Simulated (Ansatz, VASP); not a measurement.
# BN in VASP and in Ansatz

File POSCAR:

```
BN
1.0
    2.3970533401      0.0000000000      0.0000000000
   -1.1985266700      2.0759090868      0.0000000000
    0.0000000000      0.0000000000      6.6070744722
B N
2 2
Direct
    0.3333333333      0.6666666667      0.2500000000
    0.6666666667      0.3333333333      0.7500000000
    0.6666666667      0.3333333333      0.2500000000
    0.3333333333      0.6666666667      0.7500000000
```

File INCAR.step1:

```
PREC     = Accurate       # precision mode
ENCUT    = 520            # plane-wave cutoff, eV
ISMEAR   = 0              # smearing method
SIGMA    = 0.01           # smearing width, eV
LREAL    = False          # projectors in reciprocal space
LASPH    = True           # aspherical terms in the spheres
NELM     = 100            # most SCF steps
NBANDS   = 16             # bands
GGA      = PE             # functional
ALGO     = Normal         # electronic algorithm
EDIFF    = 1E-4           # SCF threshold, eV
LWAVE    = True           # write WAVECAR
LCHARG   = False          # write CHGCAR
```

Contents of INCAR.step2:

```
PREC     = Accurate       # precision mode
ENCUT    = 520            # plane-wave cutoff, eV
EDIFF    = 1E-6           # SCF threshold, eV
ISMEAR   = 0              # smearing method
SIGMA    = 0.01           # smearing width, eV
LREAL    = False          # projectors in reciprocal space
LASPH    = True           # aspherical terms in the spheres
NELM     = 100            # most SCF steps
ALGO     = Normal         # electronic algorithm
ISIF     = 2              # what is computed and relaxed
LWAVE    = False          # write WAVECAR
LCHARG   = False          # write CHGCAR
METAGGA  = R2SCAN         # meta-GGA
LMIXTAU  = True         
NBANDS   = 16             # bands
ISTART   = 1
```

KPOINTS

```
regular mesh
0
Gamma
  12 12 4
```

Input for Ansatz:

```yaml
crystal:
  lattice:
    - [2.3970533401, 0.0, 0.0]
    - [-1.19852667, 2.0759090868, 0.0]
    - [0.0, 0.0, 6.6070744722]
  atoms:
    - { symbol: B, position: [0.3333333333, 0.6666666667, 0.25] }
    - { symbol: B, position: [0.6666666667, 0.3333333333, 0.75] }
    - { symbol: "N", position: [0.6666666667, 0.3333333333, 0.25] }
    - { symbol: "N", position: [0.3333333333, 0.6666666667, 0.75] }
kpoints:
  mp_grid: { grid: [12, 12, 4] }
  band_path:
    path:
      - [0.0, 0.0, 0.0]
      - [0.5, 0.0, 0.0]
      - [0.3333333333, 0.3333333333, 0.0]
      - [0.0, 0.0, 0.5]
      - [0.5, 0.0, 0.5]
      - [0.3333333333, 0.3333333333, 0.5]
      - [0.307292, 0.309896, 0.0]
      - [0.0, 0.5, 0.0]
    npoints: 1
hamiltonian:
  xc: r2scan
scf:
  occupations: { method: fixed }
  n_extra_bands: 5
output:
  forces: true
  stress: true
  eigenvalues: true
```

Change from the starting cell: hydrostatic strain -4.2%.

Alike in both runs: task single point; functional r2SCAN; k mesh 12 × 12 × 4; no spin polarisation.

```csv
,VASP,Ansatz
version,VASP 6.6.1,Ansatz 0.2.0
potentials or method,"VASP PAW PBE potentials, release 64 (B, N)","plane waves, PAW"
plane-wave cutoff (eV),520,500
occupations,"gaussian, width 0.01 eV",fixed
valence electrons in the cell,16,16
```

|  | VASP | Ansatz | Ansatz less VASP |
| --- | --- | --- | --- |
| gap on the k mesh at the Fermi level (eV) | 5.08 | 5.03 | -0.045 |
| pressure (GPa) | 38.7 | 38.2 | -0.48 |
| traceless stress, the component that is largest in VASP (GPa) | -37.87 | -37.03 | +0.840 |

VASP's potentials were made for PBE, not for r2SCAN. Both programs put the cell under a high pressure, so it lies far from rest at this level.
